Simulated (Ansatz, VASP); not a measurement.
Ta2Al5: VASP beside Ansatz

Contents of INCAR:

```
ALGO = Normal
EDIFF = 1E-7
EDIFFG = -0.01
ENCUT = 500
GGA = PE
GGA_COMPAT = False
IBRION = 2
ISIF = 3
ISMEAR = 0
LASPH = True
LCHARG = False
LREAL = False
LWAVE = False
NELM = 120
NELMIN = 4
NSW = 100
PREC = Accurate
SIGMA = 0.1
```

Contents of KPOINTS:

```
k-points
0
Gamma
  8 8 6
```

Contents of POSCAR:

```
Ta2Al5
1.0
    4.5271521407     -2.5212151109      0.0000000000
    4.5271521407      2.5212151109      0.0000000000
   -0.5566765190      0.0000000000      5.0998633524
Ta Al
2 5
Direct
    0.6555811781      0.6555811781      0.0919024214
    0.3444188219      0.3444188219      0.9080975786
    0.7438910752      0.2561089248      0.5000000000
    0.2561089248      0.7438910752      0.5000000000
    0.2345029030      0.2345029030      0.3719331608
    0.7654970970      0.7654970970      0.6280668392
    0.0000000000      0.0000000000      0.0000000000
```

Input for Ansatz:

```yaml
crystal:
  lattice:
    - [4.5271521407, -2.5212151109, 0.0]
    - [4.5271521407, 2.5212151109, 0.0]
    - [-0.556676519, 0.0, 5.0998633524]
  atoms:
    - { symbol: Ta, position: [0.6555811781, 0.6555811781, 0.0919024214] }
    - { symbol: Ta, position: [0.3444188219, 0.3444188219, 0.9080975786] }
    - { symbol: Al, position: [0.7438910752, 0.2561089248, 0.5] }
    - { symbol: Al, position: [0.2561089248, 0.7438910752, 0.5] }
    - { symbol: Al, position: [0.234502903, 0.234502903, 0.3719331608] }
    - { symbol: Al, position: [0.765497097, 0.765497097, 0.6280668392] }
    - { symbol: Al, position: [0.0, 0.0, 0.0] }
basis:
  ecutwfc: 420
kpoints:
  mp_grid: { grid: [8, 8, 6] }
hamiltonian:
  xc: pbe
scf:
  occupations: { method: gaussian, width: 0.1 }
output:
  forces: true
  stress: true
  eigenvalues: true
relax:
  adjacent_minimum: "off"
  f_tol: 0.01
  max_steps: 80
  cell: { stress_tol: 0.05 }
```

Alike in both runs: task relaxation of cell and atoms; functional PBE; k mesh 8 × 8 × 6; occupations gaussian, width 0.1 eV; no spin polarisation.

|  | VASP | Ansatz |
| --- | --- | --- |
| version | VASP 6.6.1 | Ansatz 0.2.0 |
| potentials or method | VASP PAW PBE potentials, release 64 (Ta_pv, Al), cutoff 500 eV | scalar-relativistic, plane waves, PAW |
| valence electrons in the cell | 37 | 41 |

Ansatz gave:

```
gap on the k mesh at the Fermi level, each at its own relaxed structure (eV) : none
relaxed volume (Å³/atom)                                                     : 16.63
relaxed cell length with the largest relative difference (Å)                 : 5.191
```

Q: What did VASP give for the same quantities?

A: gap on the k mesh at the Fermi level, each at its own relaxed structure (eV): none; relaxed volume (Å³/atom): 16.63; relaxed cell length with the largest relative difference (Å): 5.192.

A gap of «none» marks a metal or a gap that the smearing closes. VASP's potentials hold 37 valence electrons a cell and Ansatz's 41, so a difference there can come from the potentials and not from the codes.

Neither program's run includes spin-orbit coupling.
